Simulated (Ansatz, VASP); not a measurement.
# Two plane-wave programs on CdTe

```xyz
2
Lattice="0.0000 3.2531 3.2050 3.2531 0.0000 3.2050 3.2531 3.2531 0.0000" Properties=species:S:1:pos:R:3 pbc="T T T"
Cd    0.0000    0.0000    0.0000
Te    4.8796    4.8796    4.8075
```

Change from the starting cell: strain +0.015 along x and y, +0.000 along z, atoms carried along.

Alike in both runs: task single point; functional PBE; k mesh 8 × 8 × 8; occupations gaussian, width 0.05 eV; no spin polarisation.

|  | VASP | Ansatz |
| --- | --- | --- |
| version | VASP 6.6.1 | Ansatz 0.2.0 |
| potentials or method | VASP PAW PBE potentials, release 64 (Cd, Te), cutoff 520 eV | scalar-relativistic, plane waves, PAW |
| valence electrons in the cell | 18 | 36 |

Ansatz gave:

- gap on the k mesh at the Fermi level (eV): 0.75
- least direct gap on the mesh (eV): 0.75
- pressure (GPa): 2.7
- traceless stress, the component that is largest in VASP (GPa): 0.14

What did VASP give for the same quantities?

gap on the k mesh at the Fermi level (eV): 0.75; least direct gap on the mesh (eV): 0.75; pressure (GPa): 2.9; traceless stress, the component that is largest in VASP (GPa): 0.14.

VASP's potentials hold 18 valence electrons a cell and Ansatz's 36, so a difference there can come from the potentials and not from the codes.

Spin-orbit coupling is off throughout.
